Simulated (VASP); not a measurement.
# TiCo (Pm-3m) in VASP: single point with r2SCAN

Aim: the single point of TiCo with r2SCAN.

Program: VASP 6.6.1. These are calculated values, not measurements. Logs are shortened: lines on timing, memory, paths and dates and some standing lists are left out, and cuts for length are marked.

**1. The cell of the first run**

The structure is cubic, space group Pm-3m (No. 221). Conventional cell: a = 2.988 Å, b = 2.988 Å, c = 2.988 Å, α = 90.00°, β = 90.00°, γ = 90.00°. Within 3.4 Å of Ti (site symmetry m-3m) lie 8 Co at 2.59 Å and 6 Ti at 2.99 Å. Within 3.4 Å of Co (site symmetry m-3m) lie 8 Ti at 2.59 Å and 6 Co at 2.99 Å.

**2. Single point, r2SCAN, collinear spin, ferrimagnetic start**

POSCAR

```
TiCo
1.0
    2.9882107498      0.0000000000      0.0000000000
    0.0000000000      2.9882107498      0.0000000000
    0.0000000000      0.0000000000      2.9882107498
Ti Co
1 1
Direct
    0.0000000000      0.0000000000      0.0000000000
    0.5000000000      0.5000000000      0.5000000000
```

INCAR.step1

```
SYSTEM = TiCo
ALGO = Normal ; EDIFF = 1E-4
ENCUT = 520 ; GGA = PE
ISMEAR = 0 ; ISPIN = 2
LASPH = .TRUE. ; LCHARG = .FALSE.
LMAXMIX = 4 ; LREAL = .FALSE.
LWAVE = .TRUE. ; MAGMOM = -0.27 1.54
NBANDS = 22 ; NELM = 150
PREC = Accurate ; SIGMA = 0.1
```

INCAR.step2

```
SYSTEM = TiCo
ALGO = Normal ; EDIFF = 1E-7
ENCUT = 520 ; ISIF = 2
ISMEAR = 0 ; ISPIN = 2
ISTART = 1 ; LASPH = .TRUE.
LCHARG = .FALSE. ; LMAXMIX = 4
LMIXTAU = .TRUE. ; LORBIT = 11
LREAL = .FALSE. ; LWAVE = .FALSE.
MAGMOM = -0.27 1.54 ; METAGGA = R2SCAN
NBANDS = 22 ; NELM = 150
PREC = Accurate ; SIGMA = 0.1
```

KPOINTS

```
k-points
0
G
  18 18 18
  0 0 0
```

Potentials or basis: VASP PAW PBE potentials, release 64 (Ti_sv, Co).

On the command line:

```
$ cat potpaw_PBE.64/Ti_sv/POTCAR potpaw_PBE.64/Co/POTCAR > POTCAR
$ cp INCAR.step1 INCAR
$ mpirun -np 1 vasp_std > vasp.out
$ cp INCAR.step2 INCAR
$ mpirun -np 1 vasp_std > vasp.out
```

OUTCAR:

```text
SYSTEM = TiCo
   EDIFF = 1E-7
   ENCUT = 520
   ISIF = 2
   ISMEAR = 0
   ISPIN = 2
   ISTART = 1
   LASPH = .TRUE.
   LORBIT = 11
   LREAL = .FALSE.
   METAGGA = R2SCAN
   NELM = 150
   PREC = Accurate

 ion  position               nearest neighbor table
   1  0.000  0.000  0.000-   2 2.59   2 2.59   2 2.59   2 2.59   2 2.59   2 2.59   2 2.59   2 2.59

   2  0.500  0.500  0.500-   1 2.59   1 2.59   1 2.59   1 2.59   1 2.59   1 2.59   1 2.59   1 2.59

  LATTYP: Found a simple cubic cell.
 ALAT       =     2.9882107498

  Lattice vectors:

 A1 = (   2.9882107498,   0.0000000000,   0.0000000000)
 A2 = (   0.0000000000,   2.9882107498,   0.0000000000)
 A3 = (   0.0000000000,   0.0000000000,   2.9882107498)

Analysis of symmetry for initial positions (statically):
=====================================================================
 Subroutine PRICEL returns:
 Original cell was already a primitive cell.

 Routine SETGRP: Setting up the symmetry group for a
 simple cubic supercell.

 Subroutine GETGRP returns: Found 48 space group operations
 (whereof 48 operations were pure point group operations)
 out of a pool of 48 trial point group operations.

The static configuration has the point symmetry O_h .

Analysis of symmetry for dynamics (positions and initial velocities):
=====================================================================
 Subroutine PRICEL returns:
 Original cell was already a primitive cell.

 Routine SETGRP: Setting up the symmetry group for a
 simple cubic supercell.

 Subroutine GETGRP returns: Found 48 space group operations
 (whereof 48 operations were pure point group operations)
 out of a pool of 48 trial point group operations.

The dynamic configuration has the point symmetry O_h .

Analysis of structural, dynamic, and magnetic symmetry:
=====================================================================
 Subroutine PRICEL returns:
 Original cell was already a primitive cell.

 Routine SETGRP: Setting up the symmetry group for a
 simple cubic supercell.

 Subroutine GETGRP returns: Found 48 space group operations
 (whereof 48 operations were pure point group operations)
 out of a pool of 48 trial point group operations.

The overall configuration has the point symmetry O_h .

 Subroutine INISYM returns: Found 48 space group operations
 (whereof 48 operations are pure point group operations),
 and found     1 'primitive' translations

----------------------------------------------------------------------------------------

                                     Primitive cell

  volume of cell :      26.6829

  direct lattice vectors                    reciprocal lattice vectors
     2.988210750  0.000000000  0.000000000     0.334648418  0.000000000  0.000000000
     0.000000000  2.988210750  0.000000000     0.000000000  0.334648418  0.000000000
     0.000000000  0.000000000  2.988210750     0.000000000  0.000000000  0.334648418

  length of vectors
     2.988210750  2.988210750  2.988210750     0.334648418  0.334648418  0.334648418

  position of ions in fractional coordinates (direct lattice)
     0.000000000  0.000000000  0.000000000
     0.500000000  0.500000000  0.500000000

  ion indices of the primitive-cell ions
   primitive index   ion index
                 1           1
                 2           2

----------------------------------------------------------------------------------------

 KPOINTS: k-points

Automatic generation of k-mesh.
 Grid dimensions read from file:
 generate k-points for:   18   18   18

 Generating k-lattice:

  Cartesian coordinates                     Fractional coordinates (reciprocal lattice)
     0.018591579  0.000000000  0.000000000     0.055555556  0.000000000  0.000000000
     0.000000000  0.018591579  0.000000000     0.000000000  0.055555556  0.000000000
     0.000000000  0.000000000  0.018591579     0.000000000  0.000000000  0.055555556

  Length of vectors
     0.018591579  0.018591579  0.018591579

  Shift w.r.t. Gamma in fractional coordinates (k-lattice)
     0.000000000  0.000000000  0.000000000

 Subroutine IBZKPT returns following result:
 ===========================================

 Found    220 irreducible k-points:

 Following reciprocal coordinates:
            Coordinates               Weight
  0.000000  0.000000  0.000000      1.000000
  0.055556  0.000000  0.000000      6.000000
  0.111111  0.000000  0.000000      6.000000
  0.166667  0.000000  0.000000      6.000000
  0.222222  0.000000  0.000000      6.000000
  0.277778  0.000000  0.000000      6.000000
[... 16 lines left out ...]
  0.277778  0.111111  0.000000     24.000000
  0.333333  0.111111  0.000000     24.000000
 [... further k-points ...]
   k-points           NKPTS =    220   k-points in BZ     NKDIM =    220   number of bands    NBANDS=     22
   number of dos      NEDOS =    301   number of ions     NIONS =      2
   total plane-waves  NPLWV =  13824
   dimension x,y,z NGX =    24 NGY =   24 NGZ =   24
   dimension x,y,z NGXF=    48 NGYF=   48 NGZF=   48
   ions per type =               1   1
   NGX,Y,Z   is equivalent  to a cutoff of  13.35, 13.35, 13.35 a.u.
   NGXF,Y,Z  is equivalent  to a cutoff of  26.70, 26.70, 26.70 a.u.
 SYSTEM =  TiCo
   PREC   = accura    normal or accurate (medium, high low for compatibility)
   ISTART =      1    job   : 0-new  1-cont  2-samecut
   ICHARG =      0    charge: 1-file 2-atom 10-const
   ISPIN  =      2    spin polarized calculation?
   LNONCOLLINEAR =      F non collinear calculations
   LSORBIT =      F    spin-orbit coupling
   LASPH  =      T    aspherical Exc in radial PAW
   ENCUT  =  520.0 eV  38.22 Ry    6.18 a.u.   5.56  5.56  5.56*2*pi/ulx,y,z
   NELM   =    150;   NELMIN=  2; NELMDL=  0     # of ELM steps
   EDIFF  = 0.1E-06   stopping-criterion for ELM
   LREAL  =      F    real-space projection
   EDIFFG = 0.1E-05   stopping-criterion for IOM
   NSW    =      0    number of steps for IOM
   IBRION =     -1    ionic relax: 0-MD 1-quasi-New 2-CG
   NFREE  =      0    steps in history (QN), initial steepest desc. (CG)
   ISIF   =      2    stress and relaxation
   ISYM   =      2    0-nonsym 1-usesym 2-fastsym
   POTIM  = 0.5000    time-step for ionic-motion
   TEBEG  =    0.0;   TEEND  =   0.0 temperature during run
   PSTRESS=    0.0 pullay stress
   NELECT =      21.0000    total number of electrons
   NUPDOWN=      -1.0000    fix difference up-down
   EMIN   =  10.00;   EMAX   =-10.00  energy-range for DOS
   EFERMI =   0.00;   METHOD = LEGACY
   ISMEAR =     0;   SIGMA  =   0.10  broadening in eV -4-tet -1-fermi 0-gaus
   EFERMI_NEDOS =   21; number of points for ismear=-14 and -15
   IALGO  =     38    algorithm
   IMIX   =      4    mixing-type and parameters
     AMIX     =   0.40;   BMIX     =  1.00
     AMIX_MAG =   1.60;   BMIX_MAG =  1.00
  volume/ion in A,a.u.               =      13.34        90.03
  Fermi-wavevector in a.u.,A,eV,Ry     =   1.511483  2.856289 31.083625  2.284582
  Thomas-Fermi vector in A             =   2.621535
   LORBIT       =     11    0 simple, 1 ext, 2 COOP (PROOUT), +10 PAW based schemes
   METAGGA = R2SCAN    functional components
   LHFCALC =     F    Hartree Fock is set to
   AEXX    =    0.0000 exact exchange contribution
   IVDW    =     0    specifies the selected vdW correction
   LEPSILON=     F    determine dielectric tensor
   LRPA    =     F    only Hartree local field effects (RPA)
 spin polarized calculation
 Gauss-broadening in eV      SIGMA  =   0.10
  energy-cutoff  :      520.00
  volume of cell :       26.68
 maximum number of plane-waves:       739
 NGX is ok and might be reduce to    24
   NGX = 11   NGY = 11   NGZ = 11

 number of electron      20.9999984 magnetization       0.8915814

 Free energy of the ion-electron system (eV)
  ---------------------------------------------------
  ext. energy  EPLUGINS =         0.00000000
  ---------------------------------------------------
  free energy    TOTEN  =       -27.02517837 eV

  energy without entropy =      -27.01818650  energy(sigma->0) =      -27.02168244

 E-fermi :   9.8776     XC(G=0): -13.6283

 val. band max:        9.8747457055   @ k =   0.3333   0.2778   0.2778
 cond. band min:       9.8780652642   @ k =   0.3333   0.0556   0.0000
 fundamental gap:      0.0033195587
 Fermi energy:         9.8775801060

 spin component 1

 k-point     1 :       0.0000    0.0000    0.0000
  band No.  band energies     occupation
      1     -49.4569      1.00000
      2     -24.5105      1.00000
      3     -24.5105      1.00000
      4     -24.5105      1.00000
      5       1.9509      1.00000
      6       5.1604      1.00000
[... 14 lines left out ...]
     21      30.1804      0.00000
     22      31.7567      0.00000
[... 552 lines left out ...]
  band No.  band energies     occupation
      1     -49.4295      1.00000
      2     -24.7317      1.00000
      3     -24.5267      1.00000
      4     -24.4902      1.00000
      5       4.1412      1.00000
      6       5.7678      1.00000
[... 14 lines left out ...]
     21      28.7160      0.00000
     22      29.7549      0.00000

 [... further k-points ...]

 spin component 2

 k-point     1 :       0.0000    0.0000    0.0000
  band No.  band energies     occupation
      1     -49.7587      1.00000
      2     -24.8015      1.00000
      3     -24.8015      1.00000
      4     -24.8015      1.00000
      5       1.5150      1.00000
      6       6.4597      1.00000
[... 14 lines left out ...]
     21      30.5044      0.00000
     22      31.5267      0.00000
[... 552 lines left out ...]
  band No.  band energies     occupation
      1     -49.7295      1.00000
      2     -25.0369      1.00000
      3     -24.8192      1.00000
      4     -24.7804      1.00000
      5       3.8087      1.00000
      6       6.8341      1.00000
[... 14 lines left out ...]
     21      28.7978      0.00000
     22      29.4332      0.00000

 [... further k-points ...]
[... 5 lines left out ...]
  --------------------------------------------------------------------------------------
  -------------------------------------------------------------------------------------
  Total        0.0489600      0.0489600      0.0489600     -0.0000000      0.0000000      0.0000000
  in kB        2.9398009      2.9398009      2.9398009     -0.0000000      0.0000000      0.0000000
  external PRESSURE =       2.9398009 kB  Pullay stress =       0.0000000 kB

 VOLUME and BASIS-vectors are now :
 -----------------------------------------------------------------------------
  energy-cutoff  :      520.00
  volume of cell :       26.68
      direct lattice vectors                 reciprocal lattice vectors
     2.988210750  0.000000000  0.000000000     0.334648418  0.000000000  0.000000000
     0.000000000  2.988210750  0.000000000     0.000000000  0.334648418  0.000000000
     0.000000000  0.000000000  2.988210750     0.000000000  0.000000000  0.334648418

 POSITION                                       TOTAL-FORCE (eV/Angst)
 -----------------------------------------------------------------------------------
      0.00000      0.00000      0.00000         0.000000      0.000000      0.000000
      1.49411      1.49411      1.49411         0.000000      0.000000      0.000000
 -----------------------------------------------------------------------------------
    total drift:                                0.000000      0.000000     -0.000000

  FREE ENERGIE OF THE ION-ELECTRON SYSTEM (eV)
  ---------------------------------------------------
  free  energy   TOTEN  =       -27.0251783719 eV

  energy  without entropy=      -27.0181864989  energy(sigma->0) =      -27.02168244

 total charge

# of ion       s       p       d       tot
------------------------------------------
    1        2.243   6.197   1.802  10.242
    2        0.558   0.524   7.238   8.320
--------------------------------------------------
tot          2.801   6.721   9.040  18.562

 magnetization (x)

# of ion       s       p       d       tot
------------------------------------------
    1       -0.008  -0.038  -0.239  -0.285
    2        0.043  -0.031   1.366   1.378
--------------------------------------------------
tot          0.035  -0.069   1.127   1.093
```

Run time: 16 min. Hardware: 1 thread of Intel Xeon 8259CL, shared host; peak memory 0.32 GiB.

What came out:

* Free energy: -27.0252 eV
* Pressure: 0.3 GPa
* Net moment: 0.89 μB per cell
* Site moments: Ti -0.28; Co +1.38 μB
* Valence electrons inside the program's atomic spheres: Ti 10.24; Co 8.32

Levels at points of the mesh, in eV from the Fermi level:
Spin up:
```csv
k point,band 8,band 9,band 10,band 11,band 12,band 13,band 14,band 15
"(0.00, 0.00, 0.00)",-2.36,-2.36,-2.36,0.55,0.55,2.89,2.89,2.89
"(0.50, 0.00, 0.00)",-2.51,-2.51,-2.06,-1.23,-0.30,0.87,0.87,2.52
"(0.50, 0.50, 0.00)",-3.15,-2.38,-1.27,0.65,0.65,1.30,2.56,2.56
"(0.50, 0.50, 0.50)",-2.35,-2.35,-2.07,-2.07,-2.07,3.68,3.68,7.04
```
Spin down:
```tsv
k point	band 8	band 9	band 10	band 11	band 12	band 13
(0.00, 0.00, 0.00)	-1.44	-1.44	-1.44	1.57	1.57	2.87
(0.50, 0.00, 0.00)	-1.55	-1.19	-1.01	-0.90	0.69	0.69
(0.50, 0.50, 0.00)	-2.45	0.24	0.24	1.01	1.10	1.26
(0.50, 0.50, 0.50)	-2.33	-2.33	-2.33	1.05	1.05	3.25
```

Caveat: the PAW data sets were made with another functional, which shifts forces and pressure a little.
